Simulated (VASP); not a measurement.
# GaN (P1) in VASP: single point with PBE

Aim: the single point of GaN with PBE.

All numbers are computed with VASP 6.6.1; they aren't measurements. Logs are shortened: lines on timing, memory, paths and dates and some standing lists are left out, and cuts for length are marked.

## 1. The cell of the first run

The typed cell holds 72 atoms: a = 9.567 Å, b = 9.567 Å, c = 10.385 Å, α = 90.00°, β = 90.00°, γ = 120.00°.

## 2. Single point, PBE

The input, INCAR:

```
SYSTEM = GaN
PREC = Accurate
ENCUT = 600
EDIFF = 1E-6
ISMEAR = 0
SIGMA = 0.01
LREAL = Auto
LASPH = .TRUE.
NELM = 120
ALGO = Normal
ISIF = 2
LWAVE = .FALSE.
LCHARG = .FALSE.
GGA = PE
NBANDS = 366
GGA_COMPAT = .FALSE.
```

The input, KPOINTS:

```
regular mesh
0
G
  1 1 1
  0 0 0
```

The input, POSCAR:

```
GaN
1.0
    9.5667900000      0.0000000000      0.0000000000
   -4.7833950000      8.2850850000      0.0000000000
    0.0000000000      0.0000000000     10.3847140000
Ga N
36 36
Direct
    0.2319990000      0.1083400000      0.2510630000
    0.1117240000      0.2257140000      0.4941410000
    0.2184310000      0.1128750000      0.7474330000
    0.0977410000      0.2272010000      0.9980330000
    0.2157940000      0.4504800000      0.2446670000
    0.1102470000      0.5556360000      0.5003850000
    0.2280790000      0.4398170000      0.7487210000
    0.1020500000      0.5561530000      0.9927620000
    0.2172320000      0.7790120000      0.2407960000
    0.1117070000      0.8809980000      0.4995040000
    0.2214300000      0.7730150000      0.7501430000
    0.1147580000      0.8881040000      0.9973360000
    0.5505080000      0.1109760000      0.2465640000
    0.4399110000      0.2211410000      0.5019750000
    0.5578350000      0.1096170000      0.7494980000
    0.4429900000      0.2203090000      0.9970200000
    0.5576740000      0.4528000000      0.2441260000
    0.4475370000      0.5594430000      0.5002690000
    0.5587410000      0.4448700000      0.7504150000
    0.4421910000      0.5581490000      1.0049450000
    0.5503960000      0.7732150000      0.2521900000
    0.4469180000      0.8933660000      0.5003510000
    0.5526100000      0.7782860000      0.7477570000
    0.4413560000      0.8925410000      1.0020530000
    0.8920240000      0.1103000000      0.2463830000
    0.7750810000      0.2275310000      0.5000980000
    0.8769290000      0.1104900000      0.7609230000
    0.7723510000      0.2227210000      1.0036950000
    0.8843650000      0.4468210000      0.2505770000
    0.7778120000      0.5538500000      0.5005570000
    0.8842560000      0.4438370000      0.7475190000
    0.7833520000      0.5576840000      1.0076960000
    0.8844490000      0.7802910000      0.2502580000
    0.7794630000      0.8901860000      0.4960630000
    0.8952010000      0.7785370000      0.7521910000
    0.7798990000      0.8922570000      0.9946940000
    0.2204880000      0.1079690000      0.4338190000
    0.1075830000      0.2200800000      0.1868530000
    0.2191140000      0.1122330000      0.9388440000
    0.1113320000      0.2186500000      0.6886960000
    0.2211910000      0.4464630000      0.4239580000
    0.1101330000      0.5543450000      0.1857870000
    0.2150800000      0.4537990000      0.9401770000
    0.1105230000      0.5557220000      0.6818560000
    0.2169620000      0.7846550000      0.4414180000
    0.1083720000      0.8803220000      0.1843820000
    0.2249890000      0.7759720000      0.9407730000
    0.1092090000      0.8952000000      0.6863620000
    0.5458300000      0.1103830000      0.4368680000
    0.4432870000      0.2251020000      0.1823570000
    0.5568050000      0.1195540000      0.9416350000
    0.4475910000      0.2241260000      0.6856650000
    0.5585010000      0.4499560000      0.4462650000
    0.4496180000      0.5622310000      0.1889460000
    0.5546210000      0.4452620000      0.9401610000
    0.4442940000      0.5592970000      0.6887570000
    0.5562430000      0.7709500000      0.4432370000
    0.4403910000      0.8931320000      0.1833780000
    0.5570980000      0.7762310000      0.9346450000
    0.4423190000      0.8865690000      0.6877590000
    0.8897960000      0.1122160000      0.4401910000
    0.7782960000      0.2271140000      0.1910570000
    0.8888620000      0.1167040000      0.9330440000
    0.7725000000      0.2214120000      0.6850870000
    0.8883800000      0.4413820000      0.4399340000
    0.7793310000      0.5558950000      0.1906370000
    0.8954640000      0.4428930000      0.9337410000
    0.7798020000      0.5543720000      0.6873490000
    0.8795260000      0.7766420000      0.4355100000
    0.7755650000      0.8929020000      0.1875740000
    0.8934480000      0.7782300000      0.9341970000
    0.7803450000      0.8903350000      0.6929170000
```

Potentials or basis: VASP PAW PBE potentials, release 64 (Ga_d, N).

Started as:

```
cat potpaw_PBE.64/Ga_d/POTCAR potpaw_PBE.64/N/POTCAR > POTCAR
mpirun -np 1 vasp_gam > vasp.out
```

OUTCAR:

```text
SYSTEM = GaN
   PREC = Accurate
   ENCUT = 600
   EDIFF = 1E-6
   ISMEAR = 0
   LREAL = Auto
   LASPH = .TRUE.
   NELM = 120
   ISIF = 2
   GGA = PE

 ion  position               nearest neighbor table
   1  0.232  0.108  0.251-  50 1.89  37 1.90  46 2.01  38 2.07
   2  0.112  0.226  0.494-  61 1.92  41 1.97  37 1.98  40 2.02
   3  0.218  0.113  0.747-  40 1.87  48 1.91  39 1.99  52 2.00
   4  0.098  0.227  0.998-  63 1.86  38 1.97  43 1.97  39 2.05
   5  0.216  0.450  0.245-  42 1.84  41 1.86  38 2.00  54 2.02
   6  0.110  0.556  0.500-  44 1.88  65 1.94  41 1.99  45 2.00
[... 64 lines left out ...]
  71  0.893  0.778  0.934-  35 1.89  12 1.95  32 1.98  36 1.99
  72  0.780  0.890  0.693-  27 1.96  23 1.97  35 1.98  34 2.04

  LATTYP: Found a hexagonal cell.
 ALAT       =     9.5667900000
 C/A-ratio  =     1.0854961800

  Lattice vectors:

 A1 = (   9.5667900000,   0.0000000000,   0.0000000000)
 A2 = (  -4.7833950000,   8.2850850000,   0.0000000000)
 A3 = (   0.0000000000,   0.0000000000,  10.3847140000)

Analysis of symmetry for initial positions (statically):
=====================================================================
 Subroutine PRICEL returns:
 Original cell was already a primitive cell.

 Routine SETGRP: Setting up the symmetry group for a
 hexagonal supercell.

 Subroutine GETGRP returns: Found  1 space group operations
 (whereof  1 operations were pure point group operations)
 out of a pool of 24 trial point group operations.

The static configuration has the point symmetry C_1 .

Analysis of symmetry for dynamics (positions and initial velocities):
=====================================================================
 Subroutine PRICEL returns:
 Original cell was already a primitive cell.

 Routine SETGRP: Setting up the symmetry group for a
 hexagonal supercell.

 Subroutine GETGRP returns: Found  1 space group operations
 (whereof  1 operations were pure point group operations)
 out of a pool of 24 trial point group operations.

The dynamic configuration has the point symmetry C_1 .

 Subroutine INISYM returns: Found  1 space group operations
 (whereof  1 operations are pure point group operations),
 and found     1 'primitive' translations

----------------------------------------------------------------------------------------

                                     Primitive cell

  volume of cell :     823.1098

  direct lattice vectors                    reciprocal lattice vectors
     9.566790000  0.000000000  0.000000000     0.104528269  0.060349411  0.000000000
    -4.783395000  8.285085000  0.000000000     0.000000000  0.120698822  0.000000000
     0.000000000  0.000000000 10.384714000     0.000000000  0.000000000  0.096295382

  length of vectors
     9.566790000  9.566791583 10.384714000     0.120698842  0.120698822  0.096295382

  position of ions in fractional coordinates (direct lattice)
     0.231999000  0.108340000  0.251063000
     0.111724000  0.225714000  0.494141000
     0.218431000  0.112875000  0.747433000
     0.097741000  0.227201000  0.998033000
     0.215794000  0.450480000  0.244667000
     0.110247000  0.555636000  0.500385000
[... 64 lines left out ...]
     0.893448000  0.778230000  0.934197000
     0.780345000  0.890335000  0.692917000

  ion indices of the primitive-cell ions
   primitive index   ion index
                 1           1
                 2           2
                 3           3
                 4           4
                 5           5
                 6           6
[... 64 lines left out ...]
                71          71
                72          72

----------------------------------------------------------------------------------------

 KPOINTS: regular mesh

Automatic generation of k-mesh.
 Grid dimensions read from file:
 generate k-points for:    1    1    1

 Generating k-lattice:

  Cartesian coordinates                     Fractional coordinates (reciprocal lattice)
     0.104528269  0.060349411  0.000000000     1.000000000  0.000000000  0.000000000
     0.000000000  0.120698822  0.000000000     0.000000000  1.000000000  0.000000000
     0.000000000  0.000000000  0.096295382     0.000000000  0.000000000  1.000000000

  Length of vectors
     0.120698842  0.120698822  0.096295382

  Shift w.r.t. Gamma in fractional coordinates (k-lattice)
     0.000000000  0.000000000  0.000000000

 Subroutine IBZKPT returns following result:
 ===========================================

 Found      1 irreducible k-points:

 Following reciprocal coordinates:
            Coordinates               Weight
  0.000000  0.000000  0.000000      1.000000
   k-points           NKPTS =      1   k-points in BZ     NKDIM =      1   number of bands    NBANDS=    366
   number of dos      NEDOS =    301   number of ions     NIONS =     72
   total plane-waves  NPLWV = 537600
   dimension x,y,z NGX =    80 NGY =   80 NGZ =   84
   dimension x,y,z NGXF=   160 NGYF=  160 NGZF=  168
   ions per type =              36  36
   NGX,Y,Z   is equivalent  to a cutoff of  13.90, 13.90, 13.45 a.u.
   NGXF,Y,Z  is equivalent  to a cutoff of  27.80, 27.80, 26.89 a.u.
 SYSTEM =  GaN
   PREC   = accura    normal or accurate (medium, high low for compatibility)
   ISTART =      0    job   : 0-new  1-cont  2-samecut
   ICHARG =      2    charge: 1-file 2-atom 10-const
   ISPIN  =      1    spin polarized calculation?
   LNONCOLLINEAR =      F non collinear calculations
   LSORBIT =      F    spin-orbit coupling
   LASPH  =      T    aspherical Exc in radial PAW
   ENCUT  =  600.0 eV  44.10 Ry    6.64 a.u.  19.11 19.11 20.74*2*pi/ulx,y,z
   NELM   =    120;   NELMIN=  2; NELMDL= -5     # of ELM steps
   EDIFF  = 0.1E-05   stopping-criterion for ELM
   LREAL  =      T    real-space projection
   EDIFFG = 0.1E-04   stopping-criterion for IOM
   NSW    =      0    number of steps for IOM
   IBRION =     -1    ionic relax: 0-MD 1-quasi-New 2-CG
   NFREE  =      0    steps in history (QN), initial steepest desc. (CG)
   ISIF   =      2    stress and relaxation
   ISYM   =      2    0-nonsym 1-usesym 2-fastsym
   POTIM  = 0.5000    time-step for ionic-motion
   TEBEG  =    0.0;   TEEND  =   0.0 temperature during run
   PSTRESS=    0.0 pullay stress
   NELECT =     648.0000    total number of electrons
   NUPDOWN=      -1.0000    fix difference up-down
   EMIN   =  10.00;   EMAX   =-10.00  energy-range for DOS
   EFERMI =   0.00;   METHOD = LEGACY
   ISMEAR =     0;   SIGMA  =   0.01  broadening in eV -4-tet -1-fermi 0-gaus
   EFERMI_NEDOS =   21; number of points for ismear=-14 and -15
   IALGO  =     38    algorithm
   IMIX   =      4    mixing-type and parameters
     AMIX     =   0.40;   BMIX     =  1.00
     AMIX_MAG =   1.60;   BMIX_MAG =  1.00
  volume/ion in A,a.u.               =      11.43        77.15
  Fermi-wavevector in a.u.,A,eV,Ry     =   1.511636  2.856578 31.089906  2.285044
  Thomas-Fermi vector in A             =   2.621667
   LORBIT       =      0    0 simple, 1 ext, 2 COOP (PROOUT), +10 PAW based schemes
   GGA     = PE    functional components
   LHFCALC =     F    Hartree Fock is set to
   AEXX    =    0.0000 exact exchange contribution
   IVDW    =     0    specifies the selected vdW correction
   LEPSILON=     F    determine dielectric tensor
   LRPA    =     F    only Hartree local field effects (RPA)
 non-spin polarized calculation
 Gauss-broadening in eV      SIGMA  =   0.01
  energy-cutoff  :      600.00
  volume of cell :      823.11
 maximum number of plane-waves:     13728
 NGX is ok and might be reduce to    80
   NGX = 39   NGY = 39   NGZ = 41

 number of electron     648.0000012 magnetization

 Free energy of the ion-electron system (eV)
  ---------------------------------------------------
  ext. energy  EPLUGINS =         0.00000000
  ---------------------------------------------------
  free energy    TOTEN  =      -429.04466937 eV

  energy without entropy =     -429.04466937  energy(sigma->0) =     -429.04466937

 E-fermi :   5.4950     XC(G=0): -11.6437

 val. band max:        5.4481750761   @ k =   0.0000   0.0000   0.0000
 cond. band min:       7.2337729865   @ k =   0.0000   0.0000   0.0000
 fundamental gap:      1.7855979104
 Fermi energy:         5.4950215650

 k-point     1 :       0.0000    0.0000    0.0000
  band No.  band energies     occupation
      1     -10.7656      2.00000
      2     -10.4597      2.00000
      3     -10.2867      2.00000
      4     -10.1965      2.00000
      5     -10.1440      2.00000
      6     -10.0696      2.00000
[... 328 lines left out ...]
    335      10.1080      0.00000
    336      10.1315      0.00000
 [bands above 336 left out]

------------------------ aborting loop because EDIFF is reached ----------------------------------------

  FORCE on cell =-STRESS in cart. coord.  units (eV):
  Direction    XX          YY          ZZ          XY          YZ          ZX
  --------------------------------------------------------------------------------------
  -------------------------------------------------------------------------------------
  Total       36.8028389     35.0990766     27.7810801     -1.2724681      0.6069338      0.9852416
  in kB       71.6364661     68.3201048     54.0756762     -2.4768501      1.1813923      1.9177658
  external PRESSURE =      64.6774157 kB  Pullay stress =       0.0000000 kB

 VOLUME and BASIS-vectors are now :
 -----------------------------------------------------------------------------
  energy-cutoff  :      600.00
  volume of cell :      823.11
      direct lattice vectors                 reciprocal lattice vectors
     9.566790000  0.000000000  0.000000000     0.104528269  0.060349411  0.000000000
    -4.783395000  8.285085000  0.000000000     0.000000000  0.120698822  0.000000000
     0.000000000  0.000000000 10.384714000     0.000000000  0.000000000  0.096295382

 POSITION                                       TOTAL-FORCE (eV/Angst)
 -----------------------------------------------------------------------------------
      1.70125      0.89761      2.60722        -1.758239      0.007600     -0.716949
     -0.01084      1.87006      5.13151         0.212156     -0.258616      0.407175
      1.54976      0.93518      7.76188         0.977239     -0.078744      0.640099
     -0.15172      1.88238     10.36429         2.372302      0.373530      0.563091
     -0.09037      3.73227      2.54080         1.426376     -1.259411     -0.375064
     -1.60312      4.60349      5.19636         0.405285      0.256500     -0.921173
[... 64 lines left out ...]
      4.82485      6.44770      9.70137        -0.251514     -0.201843      1.249394
      3.20657      7.37650      7.19574        -0.394553     -0.120000     -0.462082
 -----------------------------------------------------------------------------------
    total drift:                                0.001553     -0.002567     -0.006622

  FREE ENERGIE OF THE ION-ELECTRON SYSTEM (eV)
  ---------------------------------------------------
  free  energy   TOTEN  =      -429.0446693718 eV

  energy  without entropy=     -429.0446693718  energy(sigma->0) =     -429.04466937
```

Wall time 19 min (1 thread of Intel Xeon Platinum 8259CL at 2.50GHz (Skylake/Cascade Lake), shared host); peak memory 1 GiB.

Results:

* Free energy: -429.0447 eV
* Pressure: 6.5 GPa
* Largest force: 3.829 eV/Å
* Band gap on the k mesh: 1.79 eV

Forces in eV/Å, atoms in the order of the input:
```
Ga  -1.758  0.008 -0.717
Ga   0.212 -0.259  0.407
Ga   0.977 -0.079  0.640
Ga   2.372  0.374  0.563
Ga   1.426 -1.259 -0.375
Ga   0.405  0.257 -0.921
Ga  -1.264  0.258  0.291
Ga   1.233  0.604  1.357
Ga   0.934 -0.805  1.496
Ga  -2.708  1.674  0.497
Ga  -0.542  0.557 -0.264
Ga  -0.598  0.627 -0.093
Ga   0.396  0.522  0.519
Ga  -0.217  0.500 -0.434
Ga  -1.109  0.045  0.137
Ga  -1.318  0.788 -0.101
Ga   0.065 -1.206  1.398
Ga  -0.576 -1.336  0.193
Ga  -0.416  0.223  0.091
Ga   0.004 -0.185 -1.194
Ga  -0.112  1.493  0.129
Ga  -0.275 -0.721 -0.240
Ga   0.893  0.041  0.211
Ga   1.231 -0.238 -0.982
Ga  -0.716  0.555  1.046
Ga   0.413 -1.389 -0.501
Ga   1.228 -0.064 -3.627
Ga   0.537  0.461  0.059
Ga   1.288 -0.303  0.536
Ga  -0.121  0.429 -0.042
Ga   0.917 -0.057 -0.112
Ga  -0.509 -0.221 -1.712
Ga   0.503  0.251 -0.110
Ga  -0.208  0.528  1.419
Ga  -0.998 -0.049 -0.834
Ga   0.002 -0.597  0.303
N   -0.165  0.115  0.651
N    0.792  0.406 -0.263
N   -0.248  0.135 -0.232
N   -1.282  0.772 -0.511
N    0.242  0.320  2.122
N   -1.452  0.706 -0.538
N    1.767 -0.943 -0.487
N    0.203 -0.514  1.163
N    2.758 -1.736 -1.547
N   -1.310  1.163  0.011
N   -0.543  0.504 -0.868
N    1.220 -0.952  0.109
N    1.158  0.234 -0.313
N    0.529  0.494  0.582
N    0.600 -1.295 -0.893
N   -0.254 -0.341  0.822
N   -0.109 -0.942 -1.472
N   -0.816 -0.734 -0.145
N    0.286  0.316  0.117
N    0.593 -0.580 -0.184
N   -1.132  1.804 -0.993
N    0.666 -0.616  1.089
N   -0.628  0.714  0.639
N   -0.170  0.483  0.099
N   -0.761  0.104 -0.590
N   -0.080 -0.625 -0.277
N   -1.136 -0.703  2.295
N    0.442  0.162  0.503
N   -0.378  0.833 -0.519
N   -0.529  0.540 -0.086
N   -2.335 -0.506  0.175
N   -0.389  0.551  0.130
N    1.533 -0.292  0.140
N   -0.016 -0.680 -0.547
N   -0.252 -0.202  1.249
N   -0.395 -0.120 -0.462
```

Caveat: the k points lie up to 0.76 Å⁻¹ apart; an odd mesh through Γ misses points on the zone boundary, where band edges can lie; forces of over 1 eV/Å act on the atoms, so gaps and moduli don't describe the material at rest.
